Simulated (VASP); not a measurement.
A run of VASP 6.6.1:

The input INCAR:

```
PREC = Accurate
ENCUT = 520
EDIFF = 1E-6
ISMEAR = -1
SIGMA = 0.05
LREAL = F
LASPH = T
NELM = 150
ALGO = Normal
ISIF = 2
LWAVE = F
LCHARG = F
ISPIN = 2
MAGMOM = 1.5
LORBIT = 11
LMAXMIX = 4
GGA = CA
NBANDS = 16
```

The input KPOINTS:

```
regular mesh
0
Gamma
  16 16 16
```

File POSCAR:

```
Cr
1.0
   -1.3938676992      1.3938676992      1.3938676992
    1.3938676992     -1.3938676992      1.3938676992
    1.3938676992      1.3938676992     -1.3938676992
Cr
1
Direct
    0.0000000000      0.0000000000      0.0000000000
```

Potentials or basis: VASP PAW LDA potentials, release 64 (Cr_pv).

Run with:

```console
$ cat potpaw_LDA.64/Cr_pv/POTCAR > POTCAR
$ mpirun -np 1 vasp_std > vasp.out
```

Hardware: 1 thread of Intel(R) Xeon(R) 6975P-C (Granite Rapids) (shared host).

**Question.** How long does it take, and how much memory?

**Answer.** Run time: 16 s on 1 thread of Intel(R) Xeon(R) 6975P-C (Granite Rapids), on a shared host, peak memory 0.14 GiB. Counts: scf iterations 13, k points 145.
